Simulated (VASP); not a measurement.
# Zr2Si4GePd (P1) in VASP: single point with PBE

Aim: the single point of Zr2Si4GePd with PBE.

All numbers are computed with VASP 6.6.1; they aren't measurements. Logs are shortened: lines on timing, memory, paths and dates and some standing lists are left out, and cuts for length are marked.

## Step 1: The cell of the first run

The typed cell holds 8 atoms: a = 5.630 Å, b = 5.636 Å, c = 5.643 Å, α = 96.77°, β = 116.26°, γ = 116.23°.

## Step 2: Single point, PBE

The input, INCAR:

```
SYSTEM = Zr2Si4GePd
PREC     = Accurate       ! precision mode
ENCUT    = 520            ! plane-wave cutoff, eV
EDIFF    = 1E-6           ! SCF threshold, eV
ISMEAR   = 0              ! smearing method
SIGMA    = 0.2            ! smearing width, eV
LREAL    = .False.        ! projectors in reciprocal space
LASPH    = .True.         ! aspherical terms in the spheres
NELM     = 100            ! most SCF steps
ALGO     = Normal         ! electronic algorithm
ISIF     = 2              ! what is computed and relaxed
LWAVE    = .False.        ! write WAVECAR
LCHARG   = .True.         ! write CHGCAR
GGA      = PE             ! functional
LELF     = .True.         ! ELF
LVHAR    = .True.       
NBANDS   = 42             ! bands
```

The input, KPOINTS:

```
regular mesh
0
Gamma
  6 6 6
  0 0 0
```

The input, POSCAR:

```
Zr2Si4GePd
1.0
    2.9695511976      2.9721098908     -3.7470067584
   -2.9809033720      2.9779786642      3.7423504978
    2.9824425647     -2.9835307782      3.7482213629
Zr Si Ge Pd
2 4 1 1
Direct
    0.5013700653      0.5003761950      0.0014488268
    0.4987641258     -0.0005283304      0.4991092417
    1.0002846706      0.9533639250      0.5511611990
   -0.0001911350      0.5502661328      0.9520127871
    0.5965272224      0.0463298232      0.0464322203
    0.4036782886      0.4501178368      0.4507664333
    0.0003864001      0.4996992583      0.5002576797
   -0.0008196378      0.0003751593     -0.0011883879
```

Potentials or basis: VASP PAW PBE potentials, release 64 (Zr_sv, Si, Ge_d, Pd).

Run with:

```sh
cat potpaw_PBE.64/Zr_sv/POTCAR potpaw_PBE.64/Si/POTCAR potpaw_PBE.64/Ge_d/POTCAR potpaw_PBE.64/Pd/POTCAR > POTCAR
mpirun -np 1 vasp_std > vasp.out
```

OUTCAR:

```text
SYSTEM = Zr2Si4GePd
   PREC = Accurate
   ENCUT = 520
   EDIFF = 1E-6
   ISMEAR = 0
   LREAL = .False.
   LASPH = .True.
   NELM = 100
   ISIF = 2
   GGA = PE

 ion  position               nearest neighbor table
   1  0.501  0.500  0.001-   3 2.84   4 2.84   5 2.84   6 2.84   3 2.85   5 2.85   4 2.86   6 2.86
                             7 2.97   8 2.97   8 2.98   7 2.98   2 3.74   2 3.75
   2  0.499  0.999  0.499-   4 2.83   6 2.84   3 2.84   5 2.84   3 2.85   4 2.85   6 2.86   5 2.86
                             7 2.97   8 2.97   7 2.98   8 2.98   1 3.74   1 3.75
   3  0.000  0.953  0.551-   8 2.51   7 2.54   1 2.84   2 2.84   1 2.85   2 2.85   5 3.03   6 3.03
                             6 3.03   5 3.04   8 3.16
   4  1.000  0.550  0.952-   8 2.52   7 2.53   2 2.83   1 2.84   2 2.85   1 2.86   6 3.02   5 3.02
                             5 3.04   6 3.04   8 3.14
   5  0.597  0.046  0.046-   8 2.51   7 2.53   1 2.84   2 2.84   1 2.85   2 2.86   4 3.02   3 3.03
                             3 3.04   4 3.04   8 3.14
   6  0.404  0.450  0.451-   8 2.52   7 2.53   2 2.84   1 2.84   2 2.86   1 2.86   4 3.02   3 3.03
                             3 3.03   4 3.04   8 3.13
   7  0.000  0.500  0.500-   6 2.53   4 2.53   5 2.53   3 2.54   1 2.97   2 2.97   2 2.98   1 2.98

   8  0.999  0.000  0.999-   3 2.51   5 2.51   6 2.52   4 2.52   2 2.97   1 2.97   1 2.98   2 2.98
                             6 3.13   4 3.14   5 3.14   3 3.16

  LATTYP: Found a triclinic cell.
 ALAT       =     5.6251331385
 B/A-ratio  =     1.3316260953
 C/A-ratio  =     1.0581091500
 COS(alpha) =     0.0004109722
 COS(beta)  =     0.5273042257
 COS(gamma) =     0.6652243710

  Lattice vectors:

 A1 = (   2.9710903903,   2.9665577768,   3.7435651023)
 A2 = (   0.0015391927,  -0.0055521140,   7.4905718607)
 A3 = (   5.9519937623,  -0.0114208874,   0.0012146045)

Analysis of symmetry for initial positions (statically):
=====================================================================
 Subroutine PRICEL returns:
 Original cell was already a primitive cell.

 Routine SETGRP: Setting up the symmetry group for a
 triclinic supercell.

 Subroutine GETGRP returns: Found  1 space group operations
 (whereof  1 operations were pure point group operations)
 out of a pool of  2 trial point group operations.

The static configuration has the point symmetry C_1 .

Analysis of symmetry for dynamics (positions and initial velocities):
=====================================================================
 Subroutine PRICEL returns:
 Original cell was already a primitive cell.

 Routine SETGRP: Setting up the symmetry group for a
 triclinic supercell.

 Subroutine GETGRP returns: Found  1 space group operations
 (whereof  1 operations were pure point group operations)
[... 120 lines left out ...]
   ISIF   =      2    stress and relaxation
   ISYM   =      2    0-nonsym 1-usesym 2-fastsym
   POTIM  = 0.5000    time-step for ionic-motion
   TEBEG  =    0.0;   TEEND  =   0.0 temperature during run
   PSTRESS=    0.0 pullay stress
   NELECT =      64.0000    total number of electrons
   NUPDOWN=      -1.0000    fix difference up-down
   EMIN   =  10.00;   EMAX   =-10.00  energy-range for DOS
   EFERMI =   0.00;   METHOD = LEGACY
   ISMEAR =     0;   SIGMA  =   0.20  broadening in eV -4-tet -1-fermi 0-gaus
   EFERMI_NEDOS =   21; number of points for ismear=-14 and -15
   IALGO  =     38    algorithm
   IMIX   =      4    mixing-type and parameters
     AMIX     =   0.40;   BMIX     =  1.00
     AMIX_MAG =   1.60;   BMIX_MAG =  1.00
  volume/ion in A,a.u.               =      16.58       111.89
  Fermi-wavevector in a.u.,A,eV,Ry     =   1.284040  2.426483 22.432717  1.648758
  Thomas-Fermi vector in A             =   2.416257
   LORBIT       =      0    0 simple, 1 ext, 2 COOP (PROOUT), +10 PAW based schemes
   GGA     = PE    functional components
   LHFCALC =     F    Hartree Fock is set to
   AEXX    =    0.0000 exact exchange contribution
   IVDW    =     0    specifies the selected vdW correction
   LEPSILON=     F    determine dielectric tensor
   LRPA    =     F    only Hartree local field effects (RPA)
 non-spin polarized calculation
 Gauss-broadening in eV      SIGMA  =   0.20
  energy-cutoff  :      520.00
  volume of cell :      132.64
 maximum number of plane-waves:      3589
 NGX is ok and might be reduce to    42
   NGX = 21   NGY = 21   NGZ = 21

 number of electron      63.9999993 magnetization

 Free energy of the ion-electron system (eV)
  ---------------------------------------------------
  ext. energy  EPLUGINS =         0.00000000
  ---------------------------------------------------
  free energy    TOTEN  =       -51.40557903 eV

  energy without entropy =      -51.34413737  energy(sigma->0) =      -51.37485820

 E-fermi :   9.9538     XC(G=0): -11.5636

 val. band max:        9.9250913792   @ k =  -0.0000  -0.3333   0.3333
 cond. band min:       9.9565786826   @ k =  -0.3333  -0.1667   0.3333
 fundamental gap:      0.0314873034
 Fermi energy:         9.9537530651

 k-point     1 :       0.0000    0.0000    0.0000
  band No.  band energies     occupation
      1     -39.2485      2.00000
      2     -39.2385      2.00000
      3     -17.4026      2.00000
      4     -17.4018      2.00000
      5     -17.3553      2.00000
      6     -17.3257      2.00000
[... 1069 lines left out ...]
     41      13.0572      0.00000
     42      13.6919      0.00000

 [... further k-points ...]
[... 5 lines left out ...]
  --------------------------------------------------------------------------------------
  -------------------------------------------------------------------------------------
  Total       -0.0087945      0.0167131     -0.0236913     -0.0025094      0.0230883     -0.0091478
  in kB       -0.1062313      0.2018825     -0.2861743     -0.0303115      0.2788899     -0.1104994
  external PRESSURE =      -0.0635077 kB  Pullay stress =       0.0000000 kB

 VOLUME and BASIS-vectors are now :
 -----------------------------------------------------------------------------
  energy-cutoff  :      520.00
  volume of cell :      132.64
      direct lattice vectors                 reciprocal lattice vectors
     2.969551198  2.972109891 -3.747006758     0.168334015  0.168385961  0.000090220
    -2.980903372  2.977978664  3.742350498     0.000295421  0.168169858  0.133625745
     2.982442565 -2.983530778  3.748221363     0.167984508  0.000424943  0.133466953

 POSITION                                       TOTAL-FORCE (eV/Angst)
 -----------------------------------------------------------------------------------
      0.00159      2.97591     -0.00062        -0.002706      0.002242      0.001694
     -0.00966      2.96968      3.74227        -0.000303      0.000625      0.004034
     -1.19723      1.19554      5.63263         0.002507     -0.001875     -0.009297
      4.16802      1.76986      1.88135        -0.001549      0.005532      0.001331
      1.77179      1.77238     -1.88777        -0.002452     -0.005016      0.010450
      1.20137      1.19534      1.86149         0.001437      0.001009      0.004568
      0.00358     -0.00329      3.74368         0.000591     -0.001273     -0.006711
      5.94490     -0.00919      0.00124         0.002474     -0.001244     -0.006068
 -----------------------------------------------------------------------------------
    total drift:                                0.000290     -0.000003     -0.000210

  FREE ENERGIE OF THE ION-ELECTRON SYSTEM (eV)
  ---------------------------------------------------
  free  energy   TOTEN  =       -51.4055790344 eV

  energy  without entropy=      -51.3441373740  energy(sigma->0) =      -51.37485820
```

OSZICAR:

```text
N       E                     dE             d eps       ncg     rms          rms(c)
DAV:   1     0.594850523354E+03    0.59485E+03   -0.29293E+04 11994   0.228E+03
DAV:   2     0.312119343322E+02   -0.56364E+03   -0.53622E+03 10176   0.706E+02
DAV:   3    -0.474158955883E+02   -0.78628E+02   -0.75814E+02 12546   0.148E+02
DAV:   4    -0.534601629600E+02   -0.60443E+01   -0.59729E+01 14328   0.399E+01
DAV:   5    -0.537467067587E+02   -0.28654E+00   -0.28620E+00 13288   0.751E+00    0.221E+01
DAV:   6    -0.516207118890E+02    0.21260E+01   -0.87605E+00 12502   0.176E+01    0.899E+00
DAV:   7    -0.515292873964E+02    0.91424E-01   -0.22194E+00 13662   0.109E+01    0.493E+00
DAV:   8    -0.514117349759E+02    0.11755E+00   -0.51612E-01 11960   0.523E+00    0.207E+00
DAV:   9    -0.514064260012E+02    0.53090E-02   -0.70371E-02 13296   0.119E+00    0.479E-01
DAV:  10    -0.514058909594E+02    0.53504E-03   -0.12318E-02 13564   0.668E-01    0.233E-01
DAV:  11    -0.514055545002E+02    0.33646E-03   -0.26037E-03 12280   0.368E-01    0.735E-02
DAV:  12    -0.514055875754E+02   -0.33075E-04   -0.26981E-04 13590   0.952E-02    0.314E-02
DAV:  13    -0.514055814321E+02    0.61432E-05   -0.16709E-05 12320   0.224E-02    0.155E-02
DAV:  14    -0.514055790209E+02    0.24112E-05   -0.72773E-06 12896   0.177E-02    0.245E-03
DAV:  15    -0.514055790344E+02   -0.13449E-07   -0.53224E-07  6448   0.437E-03
   1 F= -.51405579E+02 E0= -.51374858E+02  d E =-.614417E-01
```

Wall time 16 min (1 thread of Oxide Virtual Turin-like, shared host); peak memory 0.66 GiB.

Results:

- Free energy: -51.4056 eV
- Pressure: 0.0 GPa
- Largest force: 0.012 eV/Å
- Band gap on the k mesh: zero (band 32 reaches 10.35 eV, above the bottom of band 33 at 9.75 eV)

Forces on the atoms (eV/Å):
```
Zr  -0.003  0.002  0.002
Zr   0.000  0.001  0.004
Si   0.003 -0.002 -0.009
Si  -0.002  0.006  0.001
Si  -0.002 -0.005  0.010
Si   0.001  0.001  0.005
Ge   0.001 -0.001 -0.007
Pd   0.002 -0.001 -0.006
```
